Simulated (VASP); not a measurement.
# MgO (Fm-3m) in VASP: notebook, part 2 of 2

VASP 6.6.1. The steps go on from the part before.

### 4 Single point, r2SCAN

File POSCAR:

```
MgO
1.0
    0.0000000000      2.0970013927      2.0970013927
    2.0970013927      0.0000000000      2.0970013927
    2.0970013927      2.0970013927      0.0000000000
Mg O
1 1
Direct
    0.0000000000      0.0000000000      0.0000000000
    0.5000000000      0.5000000000      0.5000000000
```

File INCAR.step1:

```
SYSTEM = MgO
PREC = Accurate ; ENCUT = 520
ISMEAR = -1 ; SIGMA = 0.05
LREAL = .FALSE. ; LASPH = .TRUE.
NELM = 80 ; NBANDS = 11
GGA = PE ; ALGO = Normal
EDIFF = 1E-4 ; LWAVE = .TRUE.
LCHARG = .FALSE.
```

File INCAR.step2:

```
SYSTEM = MgO
PREC = Accurate ; ENCUT = 520
EDIFF = 1E-6 ; ISMEAR = -1
SIGMA = 0.05 ; LREAL = .FALSE.
LASPH = .TRUE. ; NELM = 80
ALGO = Normal ; ISIF = 2
LWAVE = .FALSE. ; LCHARG = .FALSE.
METAGGA = R2SCAN ; LMIXTAU = .TRUE.
NBANDS = 11 ; ISTART = 1
```

File KPOINTS:

```
regular mesh
0
G
  6 6 6
  0 0 0
```

Potentials or basis: VASP PAW PBE potentials, release 64 (Mg, O).

Command:

```
$ cat potpaw_PBE.64/Mg/POTCAR potpaw_PBE.64/O/POTCAR > POTCAR
$ cp INCAR.step1 INCAR
$ mpirun -np 1 vasp_std > vasp.out
$ cp INCAR.step2 INCAR
$ mpirun -np 1 vasp_std > vasp.out
```

OUTCAR:

```text
SYSTEM = MgO
   PREC = Accurate
   ENCUT = 520
   EDIFF = 1E-6
   ISMEAR = -1
   LREAL = .FALSE.
   LASPH = .TRUE.
   NELM = 80
   ISIF = 2
   METAGGA = R2SCAN
   ISTART = 1

 ion  position               nearest neighbor table
   1  0.000  0.000  0.000-   2 2.10   2 2.10   2 2.10   2 2.10   2 2.10   2 2.10
   2  0.500  0.500  0.500-   1 2.10   1 2.10   1 2.10   1 2.10   1 2.10   1 2.10

  LATTYP: Found a face centered cubic cell.
 ALAT       =     4.1940027854

  Lattice vectors:

 A1 = (   0.0000000000,   2.0970013927,   2.0970013927)
 A2 = (   2.0970013927,   0.0000000000,   2.0970013927)
 A3 = (   2.0970013927,   2.0970013927,   0.0000000000)

Analysis of symmetry for initial positions (statically):
=====================================================================
 Subroutine PRICEL returns:
 Original cell was already a primitive cell.

 Routine SETGRP: Setting up the symmetry group for a
 face centered cubic supercell.

 Subroutine GETGRP returns: Found 48 space group operations
 (whereof 48 operations were pure point group operations)
 out of a pool of 48 trial point group operations.

The static configuration has the point symmetry O_h .

Analysis of symmetry for dynamics (positions and initial velocities):
=====================================================================
 Subroutine PRICEL returns:
 Original cell was already a primitive cell.

 Routine SETGRP: Setting up the symmetry group for a
 face centered cubic supercell.

 Subroutine GETGRP returns: Found 48 space group operations
 (whereof 48 operations were pure point group operations)
 out of a pool of 48 trial point group operations.

The dynamic configuration has the point symmetry O_h .

 Subroutine INISYM returns: Found 48 space group operations
 (whereof 48 operations are pure point group operations),
 and found     1 'primitive' translations

----------------------------------------------------------------------------------------

                                     Primitive cell

  volume of cell :      18.4428

  direct lattice vectors                    reciprocal lattice vectors
     0.000000000  2.097001393  2.097001393    -0.238435702  0.238435702  0.238435702
     2.097001393  0.000000000  2.097001393     0.238435702 -0.238435702  0.238435702
     2.097001393  2.097001393  0.000000000     0.238435702  0.238435702 -0.238435702

  length of vectors
     2.965607810  2.965607810  2.965607810     0.412982751  0.412982751  0.412982751

  position of ions in fractional coordinates (direct lattice)
     0.000000000  0.000000000  0.000000000
     0.500000000  0.500000000  0.500000000

  ion indices of the primitive-cell ions
   primitive index   ion index
                 1           1
                 2           2

----------------------------------------------------------------------------------------

 KPOINTS: regular mesh

Automatic generation of k-mesh.
 Grid dimensions read from file:
 generate k-points for:    6    6    6

 Generating k-lattice:

  Cartesian coordinates                     Fractional coordinates (reciprocal lattice)
    -0.039739284  0.039739284  0.039739284     0.166666667  0.000000000  0.000000000
     0.039739284 -0.039739284  0.039739284     0.000000000  0.166666667  0.000000000
     0.039739284  0.039739284 -0.039739284     0.000000000  0.000000000  0.166666667

  Length of vectors
     0.068830458  0.068830458  0.068830458

  Shift w.r.t. Gamma in fractional coordinates (k-lattice)
     0.000000000  0.000000000  0.000000000

 Subroutine IBZKPT returns following result:
 ===========================================

 Found     16 irreducible k-points:

 Following reciprocal coordinates:
            Coordinates               Weight
  0.000000  0.000000  0.000000      1.000000
  0.166667  0.000000  0.000000      8.000000
  0.333333  0.000000  0.000000      8.000000
  0.500000  0.000000  0.000000      4.000000
  0.166667  0.166667  0.000000      6.000000
  0.333333  0.166667  0.000000     24.000000
[... 8 lines left out ...]
 -0.333333  0.333333  0.166667     24.000000
 -0.333333  0.500000  0.166667     12.000000
   k-points           NKPTS =     16   k-points in BZ     NKDIM =     16   number of bands    NBANDS=     11
   number of dos      NEDOS =    301   number of ions     NIONS =      2
   total plane-waves  NPLWV =  13824
   dimension x,y,z NGX =    24 NGY =   24 NGZ =   24
   dimension x,y,z NGXF=    48 NGYF=   48 NGZF=   48
   ions per type =               1   1
   NGX,Y,Z   is equivalent  to a cutoff of  13.45, 13.45, 13.45 a.u.
   NGXF,Y,Z  is equivalent  to a cutoff of  26.91, 26.91, 26.91 a.u.
 SYSTEM =  MgO
   PREC   = accura    normal or accurate (medium, high low for compatibility)
   ISTART =      1    job   : 0-new  1-cont  2-samecut
   ICHARG =      0    charge: 1-file 2-atom 10-const
   ISPIN  =      1    spin polarized calculation?
   LNONCOLLINEAR =      F non collinear calculations
   LSORBIT =      F    spin-orbit coupling
   LASPH  =      T    aspherical Exc in radial PAW
   ENCUT  =  520.0 eV  38.22 Ry    6.18 a.u.   5.51  5.51  5.51*2*pi/ulx,y,z
   NELM   =     80;   NELMIN=  2; NELMDL=  0     # of ELM steps
   EDIFF  = 0.1E-05   stopping-criterion for ELM
   LREAL  =      F    real-space projection
   EDIFFG = 0.1E-04   stopping-criterion for IOM
   NSW    =      0    number of steps for IOM
   IBRION =     -1    ionic relax: 0-MD 1-quasi-New 2-CG
   NFREE  =      0    steps in history (QN), initial steepest desc. (CG)
   ISIF   =      2    stress and relaxation
   ISYM   =      2    0-nonsym 1-usesym 2-fastsym
   POTIM  = 0.5000    time-step for ionic-motion
   TEBEG  =    0.0;   TEEND  =   0.0 temperature during run
   PSTRESS=    0.0 pullay stress
   NELECT =       8.0000    total number of electrons
   NUPDOWN=      -1.0000    fix difference up-down
   EMIN   =  10.00;   EMAX   =-10.00  energy-range for DOS
   EFERMI =   0.00;   METHOD = LEGACY
   ISMEAR =    -1;   SIGMA  =   0.05  broadening in eV -4-tet -1-fermi 0-gaus
   EFERMI_NEDOS =   21; number of points for ismear=-14 and -15
   IALGO  =     38    algorithm
   IMIX   =      4    mixing-type and parameters
     AMIX     =   0.40;   BMIX     =  1.00
     AMIX_MAG =   1.60;   BMIX_MAG =  1.00
  volume/ion in A,a.u.               =       9.22        62.23
  Fermi-wavevector in a.u.,A,eV,Ry     =   1.239261  2.341864 20.895389  1.535768
  Thomas-Fermi vector in A             =   2.373752
   LORBIT       =      0    0 simple, 1 ext, 2 COOP (PROOUT), +10 PAW based schemes
   METAGGA = R2SCAN    functional components
   LHFCALC =     F    Hartree Fock is set to
   AEXX    =    0.0000 exact exchange contribution
   IVDW    =     0    specifies the selected vdW correction
   LEPSILON=     F    determine dielectric tensor
   LRPA    =     F    only Hartree local field effects (RPA)
 non-spin polarized calculation
  energy-cutoff  :      520.00
  volume of cell :       18.44
 maximum number of plane-waves:       531
 NGX is ok and might be reduce to    24
   NGX = 11   NGY = 11   NGZ = 11

 number of electron       8.0000004 magnetization

 Free energy of the ion-electron system (eV)
  ---------------------------------------------------
  ext. energy  EPLUGINS =         0.00000000
  ---------------------------------------------------
  free energy    TOTEN  =       -16.16106784 eV

  energy without entropy =      -16.16106784  energy(sigma->0) =      -16.16106784

 E-fermi :   4.0121     XC(G=0): -11.6614

 val. band max:        2.8715889176   @ k =   0.0000   0.0000   0.0000
 cond. band min:       8.6068441611   @ k =   0.0000   0.0000   0.0000
 fundamental gap:      5.7352552435
 Fermi energy:         4.0121339477

 k-point     1 :       0.0000    0.0000    0.0000
  band No.  band energies     occupation
      1     -15.3954      2.00000
      2       2.8716      2.00000
      3       2.8716      2.00000
      4       2.8716      2.00000
      5       8.6068      0.00000
      6      19.7806      0.00000
      7      19.7806      0.00000
      8      19.7806      0.00000
      9      23.9632      0.00000
     10      25.7447      0.00000
     11      25.7447      0.00000
[... 197 lines left out ...]
 k-point    16 :      -0.3333    0.5000    0.1667
  band No.  band energies     occupation
      1     -13.8210      2.00000
      2      -0.7474      2.00000
      3       0.5865      2.00000
      4       1.1701      2.00000
      5      14.4483      0.00000
      6      15.5784      0.00000
      7      16.5946      0.00000
      8      20.7679      0.00000
      9      24.6339      0.00000
     10      29.1089      0.00000
     11      30.6877      0.00000

------------------------ aborting loop because EDIFF is reached ----------------------------------------

  FORCE on cell =-STRESS in cart. coord.  units (eV):
  Direction    XX          YY          ZZ          XY          YZ          ZX
  --------------------------------------------------------------------------------------
  -------------------------------------------------------------------------------------
  Total        0.0126267      0.0126267      0.0126267     -0.0000000      0.0000000     -0.0000000
  in kB        1.0969192      1.0969192      1.0969192     -0.0000000      0.0000000     -0.0000000
  external PRESSURE =       1.0969192 kB  Pullay stress =       0.0000000 kB

 VOLUME and BASIS-vectors are now :
 -----------------------------------------------------------------------------
  energy-cutoff  :      520.00
  volume of cell :       18.44
      direct lattice vectors                 reciprocal lattice vectors
     0.000000000  2.097001393  2.097001393    -0.238435702  0.238435702  0.238435702
     2.097001393  0.000000000  2.097001393     0.238435702 -0.238435702  0.238435702
     2.097001393  2.097001393  0.000000000     0.238435702  0.238435702 -0.238435702

 POSITION                                       TOTAL-FORCE (eV/Angst)
 -----------------------------------------------------------------------------------
      0.00000      0.00000      0.00000         0.000000      0.000000      0.000000
      2.09700      2.09700      2.09700        -0.000000     -0.000000      0.000000
 -----------------------------------------------------------------------------------
    total drift:                               -0.000000     -0.000000      0.000000

  FREE ENERGIE OF THE ION-ELECTRON SYSTEM (eV)
  ---------------------------------------------------
  free  energy   TOTEN  =       -16.1610678391 eV

  energy  without entropy=      -16.1610678391  energy(sigma->0) =      -16.16106784
```

It took 12 s on 1 thread of Intel Xeon 6975P-C, shared host; peak memory 0.14 GiB.

What came out:

```
Free energy            : -16.1611 eV
Pressure               : 0.1 GPa
Band gap on the k mesh : 5.74 eV, direct
```

Caveat: the k points lie up to 0.43 Å⁻¹ apart; the PAW data sets were made with another functional, which shifts forces and pressure a little. r2SCAN opens gaps a little over a GGA but as a rule still falls short of measured ones.

### 5 Single point, PBEsol

This run uses another cell than the first one, of 8.12 Å³/atom, 0.880 times its volume.

File INCAR:

```
PREC = Accurate
ENCUT = 520
EDIFF = 1E-7
ISMEAR = -1
SIGMA = 0.05
LREAL = False
LASPH = True
NELM = 100
ALGO = Normal
ISIF = 2
LWAVE = False
LCHARG = False
GGA = PS
NBANDS = 11
```

File KPOINTS:

```
Automatic mesh
0
Gamma
  11 11 11
```

File POSCAR:

```
MgO
1.0
    0.0000000000      2.0096389433      2.0096389433
    2.0096389433      0.0000000000      2.0096389433
    2.0096389433      2.0096389433      0.0000000000
Mg O
1 1
Direct
    0.0000000000      0.0000000000      0.0000000000
    0.5000000000      0.5000000000      0.5000000000
```

Command:

```
$ cat potpaw_PBE.64/Mg/POTCAR potpaw_PBE.64/O/POTCAR > POTCAR
$ mpirun -np 1 vasp_std > vasp.out
```

Run time: 5.6 s. Hardware: 1 thread of Intel Xeon 6975P-C, shared host; peak memory 0.14 GiB.

It converged, with:

| Property | Result |
| --- | --- |
| Free energy | -12.3091 eV |
| Pressure | 29.9 GPa |
| Band gap on the k mesh | 6.12 eV, direct |

Levels at points of the mesh, in eV from the valence-band top:
| k point | band 1 | band 2 | band 3 | band 4 | band 5 | band 6 | band 7 | band 8 | band 9 |
| --- | --- | --- | --- | --- | --- | --- | --- | --- | --- |
| (0.00, 0.00, 0.00) | -18.00 | 0.00 | 0.00 | 0.00 | 6.12 | 16.40 | 16.40 | 16.40 | 20.63 |

Caveat: the PAW data sets were made with another functional, which shifts forces and pressure a little. PBEsol gaps usually lie below the measured ones, often by a third to a half.

### 6 Overview

| level | cell | k mesh | gap on the mesh (eV) | pressure (GPa) |
| --- | --- | --- | --- | --- |
| BLYP | a = 2.966 Å, angles 60.0°, 2 atoms | 6 × 6 × 6 | 5.14 | 8.7 |
| r2SCAN | a = 2.966 Å, angles 60.0°, 2 atoms | 6 × 6 × 6 | 5.74 | 0.1 |
| PBEsol | a = 2.842 Å, angles 60.0°, 2 atoms | 11 × 11 × 11 | 6.12 | 29.9 |

Alike in all rows: task single point; potentials or basis VASP PAW PBE potentials, release 64 (Mg, O); no spin polarisation; cutoff (eV) 520; smearing fermi-dirac 0.05 eV.

Caveats: some runs use coarse meshes; the PAW data sets were made with another functional, which shifts forces and pressure a little.

Total energies depend on the potentials used, so only differences within one code and one set of settings carry meaning.
